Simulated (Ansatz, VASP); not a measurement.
Two plane-wave programs on MgS

INCAR

```
ALGO = Normal ; EDIFF = 1E-8
ENCUT = 520 ; GGA = PE
GGA_COMPAT = False ; ISIF = 2
ISMEAR = 0 ; LASPH = True
LCHARG = False ; LEFG = True
LREAL = False ; LWAVE = False
NBANDS = 11 ; NELM = 120
PREC = Accurate ; SIGMA = 0.1
```

Contents of KPOINTS:

```
k-points
0
Gamma
  6 6 6
```

The input POSCAR:

```
MgS
1.0
    0.0000000000      2.6043975556      2.6043975556
    2.6043975556      0.0000000000      2.6043975556
    2.6043975556      2.6043975556      0.0000000000
Mg S
1 1
Direct
    0.0000000000      0.0000000000      0.0000000000
    0.5000000000      0.5000000000      0.5000000000
```

Input for Ansatz:

```yaml
crystal:
  lattice:
    - [0.0, 2.6043975556, 2.6043975556]
    - [2.6043975556, 0.0, 2.6043975556]
    - [2.6043975556, 2.6043975556, 0.0]
  atoms:
    - { symbol: Mg, position: [0.0, 0.0, 0.0] }
    - { symbol: S, position: [0.5, 0.5, 0.5] }
basis:
  ecutwfc: 420
kpoints:
  mp_grid: { grid: [6, 6, 6] }
  band_path: { path: [VBM, CBM], npoints: 5 }
hamiltonian:
  xc: pbe
scf:
  occupations: { method: gaussian, width: 0.1 }
output:
  forces: true
  stress: true
  eigenvalues: true
  efg: {}
```

Alike in both runs: task electric field gradients; functional PBE; k mesh 6 × 6 × 6; occupations gaussian, width 0.1 eV; no spin polarisation.

|  | VASP | Ansatz |
| --- | --- | --- |
| version | VASP 6.6.1 | Ansatz 0.2.0 |
| potentials or method | VASP PAW PBE potentials, release 64 (Mg, S), cutoff 520 eV | scalar-relativistic, plane waves, PAW |
| valence electrons in the cell | 8 | 16 |

VASP gave:

| Quantity | Value |
| --- | --- |
| gap on the k mesh at the Fermi level (eV) | 2.77 |
| least direct gap on the mesh (eV) | 3.68 |
| pressure (GPa) | 0.6 |

**Question.** Which values does Ansatz return?

**Answer.** gap on the k mesh at the Fermi level (eV): 2.78; least direct gap on the mesh (eV): 3.70; pressure (GPa): 0.9.

VASP's potentials hold 8 valence electrons a cell and Ansatz's 16, so a difference there can come from the potentials and not from the codes.
